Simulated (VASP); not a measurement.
# BeB2 in VASP: a series of runs

The runs below take BeB2 through single point, with PBEsol.

Program: VASP 6.6.1. These are calculated values, not measurements. Logs are shortened: lines on timing, memory, paths and dates and some standing lists are left out, and cuts for length are marked.

### Step 1. The cell of the first run

The cell holds a slab with vacuum, 12 atoms: a = 4.106 Å, b = 2.930 Å, c = 13.295 Å, α = 90.00°, β = 90.00°, γ = 69.10°.

### Step 2. Single point, PBEsol

File INCAR:

```
PREC = Accurate
ENCUT = 520
EDIFF = 1E-6
ISMEAR = -1
SIGMA = 0.1
LREAL = F
LASPH = T
NELM = 60
ALGO = Normal
ISIF = 2
LWAVE = F
LCHARG = F
LDIPOL = T
IDIPOL = 3
DIPOL = 0.5 0.5 0.488
GGA = PS
NBANDS = 28
```

File KPOINTS:

```
Automatic mesh
0
Gamma
  6 6 1
```

File POSCAR:

```
BeB2
1.0
    4.1063539576      0.0000000000      0.0000000000
    1.0450981785      2.7369428000      0.0000000000
    0.0000000000      0.0000000000     13.2948944516
Be B
4 8
Direct
    0.0000000000      0.0000000000      0.2256505316
    0.4374253999      0.2812872997      0.3687893848
    0.8748507999      0.5625745994      0.5119282380
    0.3122761998      0.8438618991      0.6550670912
    0.8645211652      0.5677394221      0.3449329088
    0.5729042348      0.7135478776      0.2495070076
    0.3019465651      0.8490267218      0.4880717620
    0.0103296347      0.9948351772      0.3926458608
    0.7393719650      0.1303140215      0.6312106152
    0.4477550346      0.2761224769      0.5357847140
    0.1767973650      0.4116013212      0.7743494684
    0.8851804346      0.5574097766      0.6789235672
```

Potentials or basis: VASP PAW PBE potentials, release 64 (Be, B).

Run with:

```console
cat potpaw_PBE.64/Be/POTCAR potpaw_PBE.64/B/POTCAR > POTCAR
mpirun -np 1 vasp_std > vasp.out
```

OUTCAR:

```text
PREC = Accurate
   ENCUT = 520
   EDIFF = 1E-6
   ISMEAR = -1
   LREAL = F
   LASPH = T
   NELM = 60
   ISIF = 2
   GGA = PS

 ion  position               nearest neighbor table
   1  0.000  0.000  0.226-   5 2.22   6 2.22   6 2.22   5 2.22   8 2.22   6 2.22
   2  0.437  0.281  0.369-   8 2.22   7 2.22   6 2.22   5 2.22   6 2.22   7 2.22   8 2.22   5 2.22
                            10 2.22   5 2.22   8 2.22
   3  0.875  0.563  0.512-   8 2.22  10 2.22   7 2.22   9 2.22   9 2.22   7 2.22   8 2.22  10 2.22
                            12 2.22   5 2.22  10 2.22   7 2.22
   4  0.312  0.844  0.655-  10 2.22  12 2.22  11 2.22   9 2.22   9 2.22  11 2.22  12 2.22  10 2.22
                             7 2.22  12 2.22   9 2.22
   5  0.865  0.568  0.345-   8 1.69   6 1.69   8 1.69   1 2.22   2 2.22   1 2.22   2 2.22   3 2.22
                             2 2.22
   6  0.573  0.714  0.250-   5 1.69   1 2.22   2 2.22   2 2.22   1 2.22   1 2.22
   7  0.302  0.849  0.488-  10 1.69   8 1.69  10 1.69   2 2.22   3 2.22   3 2.22   2 2.22   4 2.22
                             3 2.22
   8  0.010  0.995  0.393-   5 1.69   7 1.69   5 1.69   3 2.22   2 2.22   2 2.22   3 2.22   1 2.22
                             2 2.22
   9  0.739  0.130  0.631-  12 1.69  10 1.69  12 1.69   4 2.22   3 2.22   3 2.22   4 2.22   4 2.22

  10  0.448  0.276  0.536-   7 1.69   9 1.69   7 1.69   4 2.22   3 2.22   4 2.22   3 2.22   2 2.22
                             3 2.22
  11  0.177  0.412  0.774-  12 1.69   4 2.22   4 2.22
  12  0.885  0.557  0.679-   9 1.69  11 1.69   9 1.69   4 2.22   4 2.22   3 2.22   4 2.22

  LATTYP: Found a base centered orthorhombic cell.
 ALAT       =     2.9296904432
 B/A-ratio  =     2.6188379742
 C/A-ratio  =     4.5379860805

  Lattice vectors:

 A1 = (  -4.1063539576,   0.0000000000,   0.0000000000)
 A2 = (   3.0612557791,  -2.7369428000,   0.0000000000)
 A3 = (   0.0000000000,   0.0000000000,  13.2948944516)

Analysis of symmetry for initial positions (statically):
=====================================================================
 Subroutine PRICEL returns:
 Original cell was already a primitive cell.

 Routine SETGRP: Setting up the symmetry group for a
 base centered orthorhombic supercell.

 Subroutine GETGRP returns: Found  2 space group operations
 (whereof  2 operations were pure point group operations)
 out of a pool of  8 trial point group operations.

The static configuration has the point symmetry C_1h.

Analysis of symmetry for dynamics (positions and initial velocities):
=====================================================================
 Subroutine PRICEL returns:
 Original cell was already a primitive cell.

 Routine SETGRP: Setting up the symmetry group for a
 base centered orthorhombic supercell.

 Subroutine GETGRP returns: Found  2 space group operations
 (whereof  2 operations were pure point group operations)
 out of a pool of  8 trial point group operations.

The dynamic configuration has the point symmetry C_1h.

 Subroutine INISYM returns: Found  2 space group operations
 (whereof  2 operations are pure point group operations),
 and found     1 'primitive' translations

----------------------------------------------------------------------------------------

                                     Primitive cell

  volume of cell :     149.4194

  direct lattice vectors                    reciprocal lattice vectors
     4.106353958  0.000000000  0.000000000     0.243525037 -0.092989730  0.000000000
     1.045098178  2.736942800  0.000000000     0.000000000  0.365371173  0.000000000
     0.000000000  0.000000000 13.294894452     0.000000000  0.000000000  0.075216844

  length of vectors
     4.106353958  2.929690443 13.294894452     0.260675150  0.365371173  0.075216844

  position of ions in fractional coordinates (direct lattice)
     0.000000000  0.000000000  0.225650532
     0.437425400  0.281287300  0.368789385
     0.874850800  0.562574599  0.511928238
     0.312276200  0.843861899  0.655067091
     0.864521165  0.567739422  0.344932909
     0.572904235  0.713547878  0.249507008
     0.301946565  0.849026722  0.488071762
     0.010329635  0.994835177  0.392645861
     0.739371965  0.130314021  0.631210615
     0.447755035  0.276122477  0.535784714
     0.176797365  0.411601321  0.774349468
[... 38 lines left out ...]
 Subroutine IBZKPT returns following result:
 ===========================================

 Found     13 irreducible k-points:

 Following reciprocal coordinates:
            Coordinates               Weight
  0.000000  0.000000  0.000000      1.000000
  0.166667  0.000000  0.000000      2.000000
  0.333333 -0.000000  0.000000      2.000000
  0.500000  0.000000  0.000000      1.000000
  0.000000  0.166667  0.000000      4.000000
  0.333333  0.166667  0.000000      4.000000
  0.500000  0.166667  0.000000      4.000000
  0.000000  0.333333  0.000000      4.000000
  0.166667  0.333333  0.000000      2.000000
  0.500000  0.333333  0.000000      4.000000
 -0.333333  0.333333  0.000000      2.000000
  0.000000  0.500000  0.000000      2.000000
  0.166667  0.500000  0.000000      4.000000
   k-points           NKPTS =     13   k-points in BZ     NKDIM =     13   number of bands    NBANDS=     28
   number of dos      NEDOS =    301   number of ions     NIONS =     12
   total plane-waves  NPLWV =  76800
   dimension x,y,z NGX =    32 NGY =   24 NGZ =  100
   dimension x,y,z NGXF=    64 NGYF=   48 NGZF=  200
   ions per type =               4   8
   NGX,Y,Z   is equivalent  to a cutoff of  12.96, 13.62, 12.50 a.u.
   NGXF,Y,Z  is equivalent  to a cutoff of  25.91, 27.24, 25.01 a.u.
 SYSTEM =  unknown system
   PREC   = accura    normal or accurate (medium, high low for compatibility)
   ISTART =      0    job   : 0-new  1-cont  2-samecut
   ICHARG =      2    charge: 1-file 2-atom 10-const
   ISPIN  =      1    spin polarized calculation?
   LNONCOLLINEAR =      F non collinear calculations
   LSORBIT =      F    spin-orbit coupling
   LASPH  =      T    aspherical Exc in radial PAW
   ENCUT  =  520.0 eV  38.22 Ry    6.18 a.u.   7.64  5.45 24.72*2*pi/ulx,y,z
   NELM   =     60;   NELMIN=  2; NELMDL= -5     # of ELM steps
   EDIFF  = 0.1E-05   stopping-criterion for ELM
   LREAL  =      F    real-space projection
   EDIFFG = 0.1E-04   stopping-criterion for IOM
   NSW    =      0    number of steps for IOM
   IBRION =     -1    ionic relax: 0-MD 1-quasi-New 2-CG
   NFREE  =      0    steps in history (QN), initial steepest desc. (CG)
   ISIF   =      2    stress and relaxation
   ISYM   =      2    0-nonsym 1-usesym 2-fastsym
   POTIM  = 0.5000    time-step for ionic-motion
   TEBEG  =    0.0;   TEEND  =   0.0 temperature during run
   PSTRESS=    0.0 pullay stress
   NELECT =      32.0000    total number of electrons
   NUPDOWN=      -1.0000    fix difference up-down
   EMIN   =  10.00;   EMAX   =-10.00  energy-range for DOS
   EFERMI =   0.00;   METHOD = LEGACY
   ISMEAR =    -1;   SIGMA  =   0.10  broadening in eV -4-tet -1-fermi 0-gaus
   EFERMI_NEDOS =   21; number of points for ismear=-14 and -15
   IALGO  =     38    algorithm
   IMIX   =      4    mixing-type and parameters
     AMIX     =   0.40;   BMIX     =  1.00
     AMIX_MAG =   1.60;   BMIX_MAG =  1.00
  volume/ion in A,a.u.               =      12.45        84.03
  Fermi-wavevector in a.u.,A,eV,Ry     =   0.979466  1.850921 13.052786  0.959353
  Thomas-Fermi vector in A             =   2.110321
   LORBIT       =      0    0 simple, 1 ext, 2 COOP (PROOUT), +10 PAW based schemes
   GGA     = PS    functional components
   LHFCALC =     F    Hartree Fock is set to
   AEXX    =    0.0000 exact exchange contribution
   IVDW    =     0    specifies the selected vdW correction
   LEPSILON=     F    determine dielectric tensor
   LRPA    =     F    only Hartree local field effects (RPA)
 non-spin polarized calculation
  energy-cutoff  :      520.00
  volume of cell :      149.42
 maximum number of plane-waves:      4050
 NGX is ok and might be reduce to    32
   NGX = 15   NGY = 11   NGZ = 49

 dipolmoment           0.000000      0.000000     -0.192820 electrons x Angstroem

 number of electron      32.0000000 magnetization

 dipolmoment           0.000000      0.000000      0.059331 electrons x Angstroem

 Free energy of the ion-electron system (eV)
  ---------------------------------------------------
  ext. energy  EPLUGINS =         0.00000000
  ---------------------------------------------------
  free energy    TOTEN  =       -64.39007444 eV

  energy without entropy =      -64.25370483  energy(sigma->0) =      -64.32188964

 E-fermi :   1.7708     XC(G=0):  -8.2675

 val. band max:        1.7043970044   @ k =   0.1667   0.5000   0.0000
 cond. band min:       1.7721681924   @ k =   0.3333  -0.0000   0.0000
 fundamental gap:      0.0677711880
 Fermi energy:         1.7707847128

 k-point     1 :       0.0000    0.0000    0.0000
  band No.  band energies     occupation
      1     -12.1881      2.00000
      2     -10.7305      2.00000
      3      -8.6736      2.00000
      4      -6.7407      2.00000
      5      -4.4311      2.00000
      6      -4.0336      2.00000
[... 392 lines left out ...]
     27       8.3332      0.00000
     28       8.8540      0.00000

------------------------ aborting loop because EDIFF is reached ----------------------------------------

 vacuum level on the upper side and lower side of the slab       (xc-potential included)        -1.300        -1.591

  FORCE on cell =-STRESS in cart. coord.  units (eV):
  Direction    XX          YY          ZZ          XY          YZ          ZX
  --------------------------------------------------------------------------------------
  -------------------------------------------------------------------------------------
  Total       -8.5814104     -6.9561249     -3.8550818      0.7265505     -0.1901727      0.4980320
  in kB      -92.0157689    -74.5883423    -41.3368317      7.7905725     -2.0391618      5.3402407
  external PRESSURE =     -69.3136476 kB  Pullay stress =       0.0000000 kB

 VOLUME and BASIS-vectors are now :
 -----------------------------------------------------------------------------
  energy-cutoff  :      520.00
  volume of cell :      149.42
      direct lattice vectors                 reciprocal lattice vectors
     4.106353958  0.000000000  0.000000000     0.243525037 -0.092989730  0.000000000
     1.045098178  2.736942800  0.000000000     0.000000000  0.365371173  0.000000000
     0.000000000  0.000000000 13.294894452     0.000000000  0.000000000  0.075216844

 POSITION                                       TOTAL-FORCE (eV/Angst)
 -----------------------------------------------------------------------------------
      0.00000      0.00000      3.00000         0.498619     -0.190397      1.407397
      2.09020      0.76987      4.90302         0.180410     -0.068889     -0.218675
      4.18039      1.53973      6.80603        -0.085164      0.032520      0.093431
      2.16424      2.30960      8.70905        -0.232115      0.088633      0.085845
      4.14337      1.55387      4.58585        -0.460319      0.175772     -1.053250
      3.09828      1.95294      3.31717        -0.339412      0.129604     -0.167010
      2.12722      2.32374      6.48886        -0.090103      0.034406      0.509512
      1.08212      2.72281      5.22019         0.234188     -0.089424     -0.059530
      3.17231      0.35666      8.39188         0.128897     -0.049219      0.777570
      2.12722      0.75573      7.12320        -0.249334      0.095208     -0.601874
      1.15616      1.12653     10.29489         0.199871     -0.076321     -1.033196
      4.21741      1.52560      9.02622         0.214461     -0.081892      0.259782
 -----------------------------------------------------------------------------------
    total drift:                                0.000043     -0.000015      0.006977

  FREE ENERGIE OF THE ION-ELECTRON SYSTEM (eV)
  ---------------------------------------------------
  free  energy   TOTEN  =       -64.3900744422 eV

  energy  without entropy=      -64.2537048304  energy(sigma->0) =      -64.32188964

 vacuum level on the upper side and lower side of the slab         5.953         5.634
```

Wall time 59 s (1 thread of Intel Xeon Platinum 8259CL at 2.50GHz (Skylake/Cascade Lake), shared host); peak memory 0.27 GiB.

Results:

| Quantity | Value |
| --- | --- |
| Free energy | -64.3901 eV |
| Largest force | 1.505 eV/Å |
| Band gap on the k mesh | zero (bands 16 and 17 overlap by 0.80 eV) |

Forces on the atoms (eV/Å):
```
Be   0.499 -0.190  1.407
Be   0.180 -0.069 -0.219
Be  -0.085  0.033  0.093
Be  -0.232  0.089  0.086
B   -0.460  0.176 -1.053
B   -0.339  0.130 -0.167
B   -0.090  0.034  0.510
B    0.234 -0.089 -0.060
B    0.129 -0.049  0.778
B   -0.249  0.095 -0.602
B    0.200 -0.076 -1.033
B    0.214 -0.082  0.260
```

Caveat: the k points lie up to 0.38 Å⁻¹ apart, too coarse for converged energies and pressures of a metal; the PAW data sets were made with another functional, which shifts forces and pressure a little.

### Step 3. Single point, PBEsol

This run uses another cell than the first one.

File INCAR:

```
SYSTEM = BeB2
  PREC = Accurate
  ENCUT = 520
  EDIFF = 1E-6
  ISMEAR = -1
  SIGMA = 0.1
  LREAL = .FALSE.
  LASPH = .TRUE.
  NELM = 60
  ALGO = Normal
  ISIF = 2
  LWAVE = .FALSE.
  LCHARG = .FALSE.
  LDIPOL = .TRUE.
  IDIPOL = 3
  DIPOL = 0.5 0.5 0.490
  GGA = PS
  NBANDS = 28
```

File KPOINTS:

```
regular mesh
0
G
  6 6 1
  0 0 0
```

File POSCAR:

```
BeB2
1.0
    4.1063539576      0.0000000000      0.0000000000
    1.0450981785      2.7369428000      0.0000000000
    0.0000000000      0.0000000000     15.2948944516
Be B
4 8
Direct
    0.0000000000      0.0000000000      0.2615251784
    0.4374253999      0.2812872997      0.3859468246
    0.8748507999      0.5625745994      0.5103684707
    0.3122761998      0.8438618991      0.6347901169
    0.8645211652      0.5677394221      0.3652098831
    0.5729042348      0.7135478776      0.2822621198
    0.3019465651      0.8490267218      0.4896315293
    0.0103296347      0.9948351772      0.4066837660
    0.7393719650      0.1303140215      0.6140531754
    0.4477550346      0.2761224769      0.5311054122
    0.1767973650      0.4116013212      0.7384748216
    0.8851804346      0.5574097766      0.6555270583
```

Potentials or basis: VASP PAW PBE potentials, release 64 (Be, B).

Run with:

```console
cat potpaw_PBE.64/Be/POTCAR potpaw_PBE.64/B/POTCAR > POTCAR
mpirun -np 1 vasp_std > vasp.out
```

Wall time 77 s (1 thread of Intel Xeon Platinum 8259CL at 2.50GHz (Skylake/Cascade Lake), shared host); peak memory 0.29 GiB.

The run converged. Its results:

```yaml
Free_energy: -64.3963 eV
Largest_force: 1.500 eV/Å
Band_gap_on_the_k_mesh: zero (bands 16 and 17 overlap by 0.79 eV)
```

Forces on the atoms (eV/Å):
```
Be   0.501 -0.191  1.401
Be   0.180 -0.069 -0.221
Be  -0.085  0.032  0.094
Be  -0.230  0.088  0.087
B   -0.460  0.176 -1.053
B   -0.346  0.132 -0.165
B   -0.090  0.034  0.503
B    0.238 -0.091 -0.055
B    0.127 -0.048  0.779
B   -0.248  0.095 -0.596
B    0.206 -0.079 -1.030
B    0.209 -0.080  0.257
```

Levels at points of the mesh, in eV from the Fermi level:
| k point | band 14 | band 15 | band 16 | band 17 | band 18 | band 19 |
| --- | --- | --- | --- | --- | --- | --- |
| (0.00, 0.00, 0.00) | -1.50 | -0.75 | -0.67 | 0.01 | 1.33 | 2.96 |
| (0.50, 0.00, 0.00) | -0.17 | -0.07 | 0.55 | 2.27 | 3.81 | 3.84 |
| (0.00, 0.50, 0.00) | -1.43 | -0.96 | -0.40 | -0.25 | 0.48 | 1.56 |

Caveat: the k points lie up to 0.38 Å⁻¹ apart, too coarse for converged energies and pressures of a metal; the PAW data sets were made with another functional, which shifts forces and pressure a little.

### Step 4. Single point, PBEsol

This run uses another cell than the first one.

File INCAR:

```
SYSTEM = BeB2
ALGO     = Normal         ! electronic algorithm
DIPOL    = 0.5 0.5 0.491
EDIFF    = 1E-6           ! SCF threshold, eV
ENCUT    = 520            ! plane-wave cutoff, eV
GGA      = PS             ! functional
IDIPOL   = 3            
ISIF     = 2              ! what is computed and relaxed
ISMEAR   = -1             ! smearing method
LASPH    = .TRUE.         ! aspherical terms in the spheres
LCHARG   = .FALSE.        ! write CHGCAR
LDIPOL   = .TRUE.       
LREAL    = .FALSE.        ! projectors in reciprocal space
LWAVE    = .FALSE.        ! write WAVECAR
NBANDS   = 28             ! bands
NELM     = 100            ! most SCF steps
PREC     = Accurate       ! precision mode
SIGMA    = 0.1            ! smearing width, eV
```

File KPOINTS:

```
k-points
0
G
  6 6 1
  0 0 0
```

File POSCAR:

```
BeB2
1.0
    4.1063539576      0.0000000000      0.0000000000
    1.0450981785      2.7369428000      0.0000000000
    0.0000000000      0.0000000000     17.2948944516
Be B
4 8
Direct
    0.0000000000      0.0000000000      0.2891026606
    0.4374253999      0.2812872997      0.3991360551
    0.8748507999      0.5625745994      0.5091694497
    0.3122761998      0.8438618991      0.6192028443
    0.8645211652      0.5677394221      0.3807971557
    0.5729042348      0.7135478776      0.3074415600
    0.3019465651      0.8490267218      0.4908305503
    0.0103296347      0.9948351772      0.4174749546
    0.7393719650      0.1303140215      0.6008639449
    0.4477550346      0.2761224769      0.5275083492
    0.1767973650      0.4116013212      0.7108973394
    0.8851804346      0.5574097766      0.6375417438
```

Run with:

```console
cat potpaw_PBE.64/Be/POTCAR potpaw_PBE.64/B/POTCAR > POTCAR
mpirun -np 1 vasp_std > vasp.out
```

Run time: 1.7 min. Hardware: 1 thread of Intel Xeon Platinum 8259CL at 2.50GHz (Skylake/Cascade Lake), shared host; peak memory 0.33 GiB.

The run converged. Its results:

| Item | Value |
| --- | --- |
| Free energy | -64.3973 eV |
| Largest force | 1.500 eV/Å |
| Band gap on the k mesh | zero (bands 16 and 17 overlap by 0.79 eV) |

Forces on the atoms (eV/Å):
```
Be   0.501 -0.191  1.400
Be   0.179 -0.069 -0.221
Be  -0.085  0.032  0.094
Be  -0.230  0.088  0.088
B   -0.460  0.176 -1.054
B   -0.347  0.132 -0.165
B   -0.090  0.034  0.502
B    0.238 -0.091 -0.055
B    0.127 -0.048  0.779
B   -0.248  0.095 -0.596
B    0.206 -0.079 -1.030
B    0.208 -0.080  0.258
```

Levels at points of the mesh, in eV from the Fermi level:
| k point | band 12 | band 13 | band 14 | band 15 | band 16 | band 17 | band 18 | band 19 | band 20 | band 21 |
| --- | --- | --- | --- | --- | --- | --- | --- | --- | --- | --- |
| (0.00, 0.00, 0.00) | -1.96 | -1.60 | -1.50 | -0.75 | -0.67 | 0.01 | 1.34 | 2.96 | 3.58 | 3.83 |
| (0.50, 0.00, 0.00) | -1.91 | -0.82 | -0.17 | -0.07 | 0.55 | 2.28 | 3.81 | 3.84 | 4.54 | 4.55 |
| (0.00, 0.50, 0.00) | -2.98 | -1.99 | -1.43 | -0.96 | -0.40 | -0.25 | 0.48 | 1.56 | 1.78 | 3.10 |

Caveat: the k points lie up to 0.38 Å⁻¹ apart, too coarse for converged energies and pressures of a metal; the PAW data sets were made with another functional, which shifts forces and pressure a little.

### Step 5. Summary

| cell | gap on the mesh (eV) | largest force (eV/Å) |
| --- | --- | --- |
| a = 4.106, b = 2.930, c = 13.295 Å, angles 90.0, 90.0, 69.1°, 12 atoms | none | 1.51 |
| a = 4.106, b = 2.930, c = 15.295 Å, angles 90.0, 90.0, 69.1°, 12 atoms | none | 1.50 |
| a = 4.106, b = 2.930, c = 17.295 Å, angles 90.0, 90.0, 69.1°, 12 atoms | none | 1.50 |

Alike in all rows: task single point; level PBEsol; potentials or basis VASP PAW PBE potentials, release 64 (Be, B); no spin polarisation; k mesh 6 × 6 × 1; cutoff (eV) 520; smearing fermi-dirac 0.1 eV.

Caveats: all runs use coarse meshes; the PAW data sets were made with another functional, which shifts forces and pressure a little.

Total energies depend on the potentials used, so only differences within one code and one set of settings carry meaning.

The gap in the log of VASP goes by the Fermi energy; the results here count the filled bands.